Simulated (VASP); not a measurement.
Input of a VASP 6.6.1 run:

Contents of INCAR:

```
ALGO = Normal
EDIFF = 1E-6
ENCUT = 520
GGA = PE
ISIF = 2
ISMEAR = 0
LASPH = True
LCHARG = True
LELF = True
LREAL = False
LVHAR = True
LWAVE = False
NBANDS = 16
NELM = 60
PREC = Accurate
SIGMA = 0.01
```

File KPOINTS:

```
k-points
0
Gamma
  9 9 4
```

POSCAR

```
SiC
1.0
    3.0753564100      0.0000000000      0.0000000000
   -1.5376782050      2.6633367767      0.0000000000
    0.0000000000      0.0000000000      5.0481087359
Si C
2 2
Direct
    0.3333333333      0.6666666667      0.4995917744
    0.6666666667      0.3333333333      0.9995917744
    0.3333333333      0.6666666667      0.8754082256
    0.6666666667      0.3333333333      0.3754082256
```

Potentials or basis: VASP PAW PBE potentials, release 64 (Si, C).

The run is started by

```bash
$ cat potpaw_PBE.64/Si/POTCAR potpaw_PBE.64/C/POTCAR > POTCAR
$ mpirun -np 1 vasp_std > vasp.out
```

Task: What does it give for the pressure?

Result: 3.5 GPa.

Task: Estimate the band gap on the k mesh.

Result: 2.27 eV, indirect (least direct gap 4.01 eV).

Stress tensor (GPa, compression positive):
```
3.52 0.00 0.00
0.00 3.52 0.00
0.00 0.00 3.32
```

A k mesh can miss the band edges.
